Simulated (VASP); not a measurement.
Here is a VASP 6.6.1 calculation.

Contents of INCAR:

```
SYSTEM = Br
PREC     = Accurate       ! precision mode
ENCUT    = 500            ! plane-wave cutoff, eV
EDIFF    = 1E-7           ! SCF threshold, eV
ISMEAR   = -1             ! smearing method
SIGMA    = 0.02           ! smearing width, eV
LREAL    = .FALSE.        ! projectors in reciprocal space
LASPH    = .TRUE.         ! aspherical terms in the spheres
NELM     = 120            ! most SCF steps
ALGO     = Normal         ! electronic algorithm
ISIF     = 3              ! what is computed and relaxed
LWAVE    = .FALSE.        ! write WAVECAR
LCHARG   = .FALSE.        ! write CHGCAR
GGA      = PE             ! functional
IBRION   = 2              ! ionic algorithm
NSW      = 60             ! ionic steps
EDIFFG   = -0.02          ! ionic threshold
PSTRESS  = 150.0        
GGA_COMPAT= .FALSE.      
NELMIN   = 4
```

File KPOINTS:

```
Automatic mesh
0
G
  11 11 11
  0 0 0
```

The input POSCAR:

```
Br
1.0
    0.0000000000      3.2400000000      3.2400000000
    3.2400000000      0.0000000000      3.2400000000
    3.2400000000      3.2400000000      0.0000000000
Br
2
Direct
    1.0000000000      1.0000000000      1.0000000000
    0.2500000000      0.2500000000      0.2500000000
```

Potentials or basis: VASP PAW PBE potentials, release 64 (Br).

Command:

```console
$ cat potpaw_PBE.64/Br/POTCAR > POTCAR
$ mpirun -np 1 vasp_std > vasp.out
```

Task: Estimate the band gap on the k mesh.

Result: Zero (bands 7 and 8 overlap by 2.51 eV).

Task: Estimate the space group after relaxing (to 0.1 Å).

Result: Fd-3m (No. 227).

Task: What does it give for the relaxed cell?

Result: a = 4.348 Å, b = 4.348 Å, c = 4.348 Å, α = 60.00°, β = 60.00°, γ = 60.00°.

Final structure:
```yaml
crystal:
  lattice:
    - [0.00000, 3.07485, 3.07485]
    - [3.07485, 0.00000, 3.07485]
    - [3.07485, 3.07485, 0.00000]
  atoms:
    - { symbol: Br, position: [0.00000, 0.00000, 0.00000] }
    - { symbol: Br, position: [0.25000, 0.25000, 0.25000] }
```

Caveat: the cell is relaxed towards a set pressure, so the run minimises the enthalpy, not the energy.
